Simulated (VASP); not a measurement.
Write the native input for VASP 6.6.1 that does the following.

```yaml
Task: single point
Functional: PBE
Potentials_or_basis: VASP PAW PBE potentials, release 64 (Sn_d, W_sv, N)
Cutoff: 520 eV
k_mesh: 12 × 12 × 14
Occupations: gaussian, width 0.1 eV
Spin: no spin polarisation
Dipole_correction: no
Further_INCAR_settings: ALGO = Normal; EDIFF = 1e-06; NBANDS = 38
```

The structure of SnW2N3 lies in POSCAR:

```
SnW2N3
1.0
    5.5428828202      0.0000000000      0.0000000000
   -2.7714414101      4.8002773325      0.0000000000
    0.0000000000      0.0000000000      2.7730255872
Sn W N
1 2 3
Direct
    0.0000000000      0.0000000000      0.0000000000
    0.3333333333      0.6666666667      0.0000000000
    0.6666666667      0.3333333333      0.0000000000
    0.5000000000      0.0000000000      0.5000000000
    0.5000000000      0.5000000000      0.5000000000
    0.0000000000      0.5000000000      0.5000000000
```

The input as run:

INCAR

```
SYSTEM = SnW2N3
PREC = Accurate ; ENCUT = 520
EDIFF = 1E-6 ; ISMEAR = 0
SIGMA = 0.1 ; LREAL = .FALSE.
LASPH = .TRUE. ; NELM = 100
ALGO = Normal ; ISIF = 2
LWAVE = .FALSE. ; LCHARG = .FALSE.
GGA = PE ; NBANDS = 38
```

KPOINTS

```
Automatic mesh
0
G
  12 12 14
  0 0 0
```

Potentials or basis: VASP PAW PBE potentials, release 64 (Sn_d, W_sv, N).

Command:

```sh
$ cat potpaw_PBE.64/Sn_d/POTCAR potpaw_PBE.64/W_sv/POTCAR potpaw_PBE.64/N/POTCAR > POTCAR
$ mpirun -np 1 vasp_std > vasp.out
```

It gave:

```yaml
Pressure: 0.9 GPa
Band_gap_on_the_k_mesh: zero (an odd number of electrons rules out a gap without spin polarisation)
```

Caveat: spin-orbit coupling is left out, which moves the levels of the heavy elements; an odd number of electrons without spin polarisation forces a metal; a magnetic or distorted state may lie lower.

Run time: 4.5 min on 1 thread of Intel(R) Xeon(R) Platinum 8488C (Sapphire Rapids), with other jobs on the host, peak memory 0.47 GiB.
